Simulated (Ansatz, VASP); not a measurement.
SiC in VASP and in Ansatz

File INCAR:

```
ALGO = Normal
EDIFF = 1E-7
ENCUT = 520
GGA = PE
ISIF = 2
ISMEAR = 0
LASPH = True
LCHARG = False
LREAL = False
LWAVE = False
NBANDS = 26
NELM = 60
PREC = Accurate
SIGMA = 0.05
```

File KPOINTS:

```
k-points
0
Gamma
  6 6 6
```

POSCAR

```
SiC
1.0
    4.3797281854      0.0000000000      0.0000000000
    0.0000000000     -4.3797281854      0.0000000000
    0.0000000000      0.0000000000     -4.3797281854
Si C
4 4
Direct
    0.0000000000      0.0000000000      0.0000000000
    0.5000000000      0.5000000000      0.0000000000
    0.5000000000      0.0000000000      0.5000000000
    0.0000000000      0.5000000000      0.5000000000
    0.7500000000      0.7500000000      0.7317340263
    0.2500000000      0.2500000000      0.7500000000
    0.2500000000      0.7500000000      0.2500000000
    0.7500000000      0.2500000000      0.2500000000
```

Input for Ansatz:

```yaml
crystal:
  lattice:
    - [4.3797281854, 0.0, 0.0]
    - [0.0, -4.3797281854, 0.0]
    - [0.0, 0.0, -4.3797281854]
  atoms:
    - { symbol: Si, position: [0.0, 0.0, 0.0] }
    - { symbol: Si, position: [0.5, 0.5, 0.0] }
    - { symbol: Si, position: [0.5, 0.0, 0.5] }
    - { symbol: Si, position: [0.0, 0.5, 0.5] }
    - { symbol: C, position: [0.75, 0.75, 0.7317340263] }
    - { symbol: C, position: [0.25, 0.25, 0.75] }
    - { symbol: C, position: [0.25, 0.75, 0.25] }
    - { symbol: C, position: [0.75, 0.25, 0.25] }
basis:
  ecutwfc: 420
kpoints:
  mp_grid: { grid: [6, 6, 6] }
hamiltonian:
  xc: pbe
scf:
  occupations: { method: gaussian, width: 0.05 }
output:
  forces: true
  stress: true
  eigenvalues: true
```

Alike in both runs: task single point; functional PBE; k mesh 6 × 6 × 6; occupations gaussian, width 0.05 eV; no spin polarisation.

|  | VASP | Ansatz |
| --- | --- | --- |
| version | VASP 6.6.1 | Ansatz 0.2.0 |
| potentials or method | VASP PAW PBE potentials, release 64 (Si, C), cutoff 520 eV | scalar-relativistic, plane waves, PAW |
| valence electrons in the cell | 32 | 32 |

```csv
,VASP,Ansatz,Ansatz less VASP
gap on the k mesh at the Fermi level (eV),1.27,1.28,+0.002
least direct gap on the mesh (eV),1.27,1.28,+0.002
pressure (GPa),0.2,0.2,+0.05
"traceless stress, the component that is largest in VASP (GPa)",1.17,1.17,+0.002
rms of the force components (eV/Å),0.417,0.418,+0.0002
```

Atom by atom the forces differ by 0.001 eV/Å (rms over components).
